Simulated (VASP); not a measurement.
Runs of VASP 6.6.1 on Y2Os. The structure is that of space group Fm-3m (No. 225), or close to it. The cells are those of the table. 

```tsv
task	cell	k mesh	cutoff (eV)	gap on the mesh (eV)	pressure (GPa)	relaxed volume (Å³/atom)
single point	a = 4.790 Å, angles 60.0°, 3 atoms	6 × 6 × 6	520	none	0.0	-
relaxation of cell and atoms	relaxed from a = 4.790 Å, angles 60.0°, 3 atoms	12 × 12 × 12	600	none	0.0	25.93
relaxation of cell and atoms	relaxed from a = 4.153 Å, angles 60.0°, 3 atoms	6 × 6 × 6	600	none	0.0	25.90
single point	a = 4.794 Å, angles 60.0°, 3 atoms	12 × 12 × 12	520	none	(a)	-
```

Alike in all rows: level PBE; potentials or basis VASP PAW PBE potentials, release 64 (Y_sv, Os); no spin polarisation; smearing gaussian 0.1 eV.

Fill in the values left out.

(a) -0.1.

Caveats: spin-orbit coupling is left out, which moves the levels of the heavy elements; the volume moved by over 15 % at a fixed basis, so the end points are rough (some runs).

A k mesh can miss the band edges, and the runs leave out spin-orbit coupling on Os, Y.

A gap of «none» marks levels without a gap at the run's occupations.
